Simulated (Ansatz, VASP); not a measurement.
## Two plane-wave programs on Co

```xyz
1
Lattice="-1.4048 1.4048 1.4048 1.4048 -1.4048 1.4048 1.4048 1.4048 -1.4048" Properties=species:S:1:pos:R:3 pbc="T T T"
Co    0.0000    0.0000    0.0000
```

Alike in both runs: functional PBE; k mesh 20 × 20 × 20; occupations gaussian, width 0.1 eV; collinear spin.

Ansatz relaxed the structure, and its values are those at the end. VASP's run is a single point on that final structure, the one shown.

|  | VASP | Ansatz |
| --- | --- | --- |
| version | VASP 6.6.1 | Ansatz 0.2.0 |
| potentials or method | VASP PAW PBE potentials, release 64 (Co), cutoff 520 eV | scalar-relativistic, plane waves, PAW |
| valence electrons in the cell | 9 | 17 |

Ansatz gave:

| Quantity | Value |
| --- | --- |
| gap on the k mesh at the Fermi level (eV) | none |
| pressure (GPa) | 0.0 |
| net moment per atom (μB) | 1.74 |
| size of the moment on the site where the two differ most (μB) | 1.81 |

Task: What did VASP give for the same quantities?

Result: gap on the k mesh at the Fermi level (eV): none; pressure (GPa): -0.8; net moment per atom (μB): 1.73; size of the moment on the site where the two differ most (μB): 1.75.

Site moments also hang on the region over which each program counts them. A gap of «none» marks a metal or a gap that the smearing closes. VASP's potentials hold 9 valence electrons a cell and Ansatz's 17, so a difference there can come from the potentials and not from the codes.
